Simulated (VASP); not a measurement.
# Al2O3 (R-3c) in VASP: notebook, part 2 of 2

VASP 6.6.1. The steps go on from the part before.

### Step 4. Single point, r2SCAN

This run uses another cell than the first one, of 8.50 Å³/atom.

POSCAR

```
Al2O3
1.0
    2.3802500000      1.3742379782      4.3318666667
   -2.3802500000      1.3742379782      4.3318666667
    0.0000000000     -2.7484759565      4.3318666667
Al O
4 6
Direct
    0.8521600000      0.8521600000      0.8521600000
    0.6478400000      0.6478400000      0.6478400000
    0.1478400000      0.1478400000      0.1478400000
    0.3521600000      0.3521600000      0.3521600000
    0.0566800000      0.7500000000      0.4433200000
    0.7500000000      0.4433200000      0.0566800000
    0.4433200000      0.0566800000      0.7500000000
    0.9433200000      0.2500000000      0.5566800000
    0.2500000000      0.5566800000      0.9433200000
    0.5566800000      0.9433200000      0.2500000000
```

INCAR.step1

```
ALGO     = Normal         # electronic algorithm
EDIFF    = 1E-4           # SCF threshold, eV
ENCUT    = 520            # plane-wave cutoff, eV
GGA      = PE             # functional
ISMEAR   = -1             # smearing method
LASPH    = T              # aspherical terms in the spheres
LCHARG   = F              # write CHGCAR
LREAL    = F              # projectors in reciprocal space
LWAVE    = T              # write WAVECAR
NBANDS   = 35             # bands
NELM     = 80             # most SCF steps
PREC     = Accurate       # precision mode
SIGMA    = 0.05           # smearing width, eV
```

INCAR.step2

```
ALGO     = Normal         # electronic algorithm
EDIFF    = 1E-6           # SCF threshold, eV
ENCUT    = 520            # plane-wave cutoff, eV
ISIF     = 2              # what is computed and relaxed
ISMEAR   = -1             # smearing method
ISTART   = 1            
LASPH    = T              # aspherical terms in the spheres
LCHARG   = F              # write CHGCAR
LMIXTAU  = T            
LREAL    = F              # projectors in reciprocal space
LWAVE    = F              # write WAVECAR
METAGGA  = R2SCAN         # meta-GGA
NBANDS   = 35             # bands
NELM     = 80             # most SCF steps
PREC     = Accurate       # precision mode
SIGMA    = 0.05           # smearing width, eV
```

KPOINTS

```
k-points
0
Gamma
  7 7 7
```

Potentials or basis: VASP PAW PBE potentials, release 64 (Al, O).

On the command line:

```bash
$ cat potpaw_PBE.64/Al/POTCAR potpaw_PBE.64/O/POTCAR > POTCAR
$ cp INCAR.step1 INCAR
$ mpirun -np 1 vasp_std > vasp.out
$ cp INCAR.step2 INCAR
$ mpirun -np 1 vasp_std > vasp.out
```

OUTCAR:

```text
EDIFF = 1E-6
   ENCUT = 520
   ISIF = 2
   ISMEAR = -1
   ISTART = 1
   LASPH = T
   LREAL = F
   METAGGA = R2SCAN
   NELM = 80
   PREC = Accurate

 ion  position               nearest neighbor table
   1  0.852  0.852  0.852-   8 1.85   9 1.85  10 1.85   6 1.97   7 1.97   5 1.97   2 2.66   3 2.79
                             3 2.79   3 2.79   2 3.22   2 3.22   2 3.22
   2  0.648  0.648  0.648-   9 1.85   8 1.85  10 1.85   5 1.97   7 1.97   6 1.97   1 2.66   4 2.79
                             4 2.79   4 2.79   1 3.22   1 3.22   1 3.22
   3  0.148  0.148  0.148-   5 1.85   6 1.85   7 1.85   9 1.97  10 1.97   8 1.97   4 2.66   1 2.79
                             1 2.79   1 2.79   4 3.22   4 3.22   4 3.22
[... 1142 lines left out ...]
 VOLUME and BASIS-vectors are now :
 -----------------------------------------------------------------------------
  energy-cutoff  :      520.00
  volume of cell :       85.02
      direct lattice vectors                 reciprocal lattice vectors
     2.380250000  1.374237978  4.331866667     0.210061968  0.121279334  0.076949121
    -2.380250000  1.374237978  4.331866667    -0.210061968  0.121279334  0.076949121
     0.000000000 -2.748475957  4.331866667     0.000000000 -0.242558668  0.076949121

 POSITION                                       TOTAL-FORCE (eV/Angst)
 -----------------------------------------------------------------------------------
      0.00000     -0.00000     11.07433         0.000000      0.000000     -0.079590
      0.00000     -0.00000      8.41907         0.000000     -0.000000      0.079590
      0.00000     -0.00000      1.92127         0.000000     -0.000000      0.079590
      0.00000     -0.00000      4.57653         0.000000      0.000000     -0.079590
     -1.65027     -0.10988      5.41483        -0.028843     -0.049958     -0.000000
      0.72998      1.48412      5.41483        -0.028843      0.049958     -0.000000
      0.92030     -1.37424      5.41483         0.057686     -0.000000     -0.000000
      1.65027      0.10988      7.58077         0.028843      0.049958     -0.000000
     -0.72998     -1.48412      7.58077         0.028843     -0.049958     -0.000000
     -0.92030      1.37424      7.58077        -0.057686     -0.000000      0.000000
 -----------------------------------------------------------------------------------
    total drift:                               -0.000000      0.000000     -0.000000

  FREE ENERGIE OF THE ION-ELECTRON SYSTEM (eV)
  ---------------------------------------------------
  free  energy   TOTEN  =       -96.2684995804 eV

  energy  without entropy=      -96.2684995804  energy(sigma->0) =      -96.26849958
```

It took 16 min on 1 thread of Intel Xeon 8259CL, shared host; peak memory 0.3 GiB.

Results:

| Item | Value |
| --- | --- |
| Free energy | -96.2685 eV |
| Pressure | -0.7 GPa |
| Largest force | 0.080 eV/Å |
| Band gap on the k mesh | 7.13 eV |

Forces on the atoms (eV/Å):
```
Al   0.000  0.000 -0.080
Al   0.000  0.000  0.080
Al   0.000  0.000  0.080
Al   0.000  0.000 -0.080
O   -0.029 -0.050  0.000
O   -0.029  0.050  0.000
O    0.058  0.000  0.000
O    0.029  0.050  0.000
O    0.029 -0.050  0.000
O   -0.058  0.000  0.000
```

Levels at points of the mesh, in eV from the valence-band top:
```tsv
k point	band 21	band 22	band 23	band 24	band 25	band 26	band 27	band 28
(0.00, 0.00, 0.00)	-0.53	-0.06	-0.06	0.00	7.13	10.11	11.92	12.57
```

Caveat: the PAW data sets were made with another functional, which shifts forces and pressure a little.

### Step 5. Relaxation of cell and atoms, PBE+D4

This run uses another cell than the first one, of 8.50 Å³/atom.

INCAR

```
SYSTEM = Al2O3
ALGO = Normal
EDIFF = 1E-6
EDIFFG = -0.01
ENCUT = 600
GGA = PE
IBRION = 2
ISIF = 3
ISMEAR = -1
IVDW = 13
LASPH = .TRUE.
LCHARG = .FALSE.
LREAL = .FALSE.
LWAVE = .FALSE.
NELM = 80
NSW = 60
PREC = Accurate
SIGMA = 0.05
```

KPOINTS

```
k-points
0
G
  7 7 7
  0 0 0
```

POSCAR is that of step 4.

On the command line:

```bash
$ cat potpaw_PBE.64/Al/POTCAR potpaw_PBE.64/O/POTCAR > POTCAR
$ mpirun -np 1 vasp_std > vasp.out
```

Run time: 13 min. Hardware: 1 thread of Intel Xeon 8259CL, shared host; peak memory 0.32 GiB.

The run converged. Its results:

- Free energy: -77.4815 eV
- Relaxed volume: 8.57 Å³/atom
- Relaxed cell: a = 5.142 Å, b = 5.142 Å, c = 5.142 Å, α = 55.33°, β = 55.33°, γ = 55.33°
- Space group after relaxing (to 0.1 Å): R-3c (No. 167)
- Energy gained by relaxing: 0.4 meV/atom
- Ionic steps: 5
- Pressure after relaxing: 0.0 GPa
- Largest force after relaxing: 0.004 eV/Å
- Band gap on the k mesh: 6.11 eV
- Dispersion energy per atom: -0.268 eV

Forces on the atoms (eV/Å):
```
Al   0.000  0.000  0.004
Al   0.000  0.000 -0.004
Al   0.000  0.000 -0.004
Al   0.000  0.000  0.004
O    0.000  0.000  0.000
O    0.000  0.000  0.000
O    0.000  0.000  0.000
O    0.000  0.000  0.000
O    0.000  0.000  0.000
O    0.000  0.000  0.000
```

The path:
```tsv
step	energy change (eV)	largest force (eV/Å)	pressure (GPa)	volume (Å³)
1	0.0000	0.0224	1.98	85.02
2	-0.0010	0.0197	-1.70	86.32
3	-0.0044	0.0153	-0.01	85.71
4	-0.0044	0.0153	-0.05	85.72
5	-0.0044	0.0045	-0.04	85.72
```

Final structure:
```xyz
10
Lattice="2.3875 1.3784 4.3410 -2.3875 1.3784 4.3410 0.0000 -2.7569 4.3410" Properties=species:S:1:pos:R:3 pbc="T T T"
Al    0.0000    0.0000   11.0972
Al    0.0000    0.0000    8.4374
Al    0.0000    0.0000    1.9259
Al    0.0000    0.0000    4.5856
O    -1.6559   -0.1113    5.4263
O     0.7316    1.4897    5.4263
O     0.9243   -1.3784    5.4263
O     1.6559    0.1113    7.5968
O    -0.7316   -1.4897    7.5968
O    -0.9243    1.3784    7.5968
```

Levels at points of the mesh, in eV from the valence-band top:
| k point | band 20 | band 21 | band 22 | band 23 | band 24 | band 25 | band 26 | band 27 | band 28 | band 29 |
| --- | --- | --- | --- | --- | --- | --- | --- | --- | --- | --- |
| (0.00, 0.00, 0.00) | -0.49 | -0.49 | -0.05 | -0.05 | 0.00 | 6.11 | 9.06 | 10.63 | 11.46 | 11.46 |

### Step 6. The runs side by side

| task | level | cell | cutoff (eV) | gap on the mesh (eV) | pressure (GPa) | relaxed volume (Å³/atom) | largest force (eV/Å) |
| --- | --- | --- | --- | --- | --- | --- | --- |
| single point | PBEsol+D4 | a = 5.120 Å, angles 55.4°, 10 atoms, atomic positions A | 520 | 6.17 | 0.1 | - | 0.01 |
| relaxation of cell and atoms | PBEsol+D4 | relaxed from a = 5.130 Å, angles 55.3°, 10 atoms, atomic positions B | 600 | 6.19 | 0.0 | 8.46 | 0.01 |
| single point | r2SCAN | a = 5.130 Å, angles 55.3°, 10 atoms, atomic positions B | 520 | 7.13 | -0.7 | - | 0.08 |
| relaxation of cell and atoms | PBE+D4 | relaxed from a = 5.130 Å, angles 55.3°, 10 atoms, atomic positions B | 600 | 6.11 | 0.0 | 8.57 | - |

Alike in all rows: potentials or basis VASP PAW PBE potentials, release 64 (Al, O); no spin polarisation; k mesh 7 × 7 × 7; smearing fermi-dirac 0.05 eV.

Caveats: the PAW data sets were made with another functional, which shifts forces and pressure a little (at least some runs).

Total energies depend on the potentials used, so only differences within one code and one set of settings carry meaning.

### Step 7. Against experiment

Step 2. Measured gap of Al2O3: 8.7 eV (optical; quoted in “Multi-petahertz electron interference in Cr:Al2O3 solid-state material”, 2018, pmc:5906618). This calculation gives 6.17 eV (-2.53 eV). The value is that of PBEsol+D4 on a finite k mesh, which can miss the band edges, without temperature or zero-point motion. Semilocal functionals fall short of measured gaps as a rule.

Step 4. Measured gap of Al2O3: 8.7 eV (optical; quoted in “Multi-petahertz electron interference in Cr:Al2O3 solid-state material”, 2018, pmc:5906618). This calculation gives 7.13 eV (-1.57 eV). The value is that of r2SCAN on a finite k mesh, which can miss the band edges, without temperature or zero-point motion.
